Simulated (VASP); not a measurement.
Runs of VASP 6.6.1 on BN. The structure is that of space group F-43m (No. 216), or close to it. The cells are those of the table. 

```csv
task,level,potentials or basis,cell,k mesh,cutoff (eV),smearing,GW scheme,GW iterations,cutoff of the response function,frequency points,empty bands,gap on the mesh (eV),pressure (GPa)
single point,PBE,"VASP PAW PBE potentials, release 64 (B, N)","a = 2.603 Å, angles 60.0°, 2 atoms",6 × 6 × 6,520,gaussian 0.01 eV,-,-,-,-,-,4.40,-15.9
single point,PBE,"VASP PAW PBE potentials, release 64 (B, N)","a = 2.578 Å, angles 60.0°, 2 atoms",6 × 6 × 6,520,gaussian 0.01 eV,-,-,-,-,-,4.43,-6.0
single point,PBE,"VASP PAW PBE potentials, release 64 (B, N)","a = 2.501 Å, angles 60.0°, 2 atoms",12 × 12 × 12,520,fermi-dirac 0.02 eV,-,-,-,-,-,(a),31.5
single point,r2SCAN,"VASP PAW PBE potentials, release 64 (B, N)","a = 2.476 Å, angles 60.0°, 2 atoms",12 × 12 × 12,520,gaussian 0.01 eV,-,-,-,-,-,(b),43.8
single point,r2SCAN,"VASP PAW PBE potentials, release 64 (B, N)","a = 2.527 Å, angles 60.0°, 2 atoms",12 × 12 × 12,520,gaussian 0.01 eV,-,-,-,-,-,5.02,13.7
single point,PBE,"VASP PAW PBE potentials, release 64 (B, N)","a = 2.501 Å, angles 60.0°, 2 atoms",6 × 6 × 6,520,gaussian 0.01 eV,-,-,-,-,-,4.52,31.6
single point,r2SCAN,"VASP PAW PBE potentials, release 64 (B, N)","a = 2.578 Å, angles 60.0°, 2 atoms",12 × 12 × 12,520,gaussian 0.01 eV,-,-,-,-,-,4.94,-10.0
```

Alike in all rows: no spin polarisation.

Task: Fill in the values left out.

Result: (a) 4.53; (b) 5.09.

Caveats: some runs use coarse meshes; the PAW data sets were made with another functional, which shifts forces and pressure a little (some runs).

A k mesh can miss the band edges.
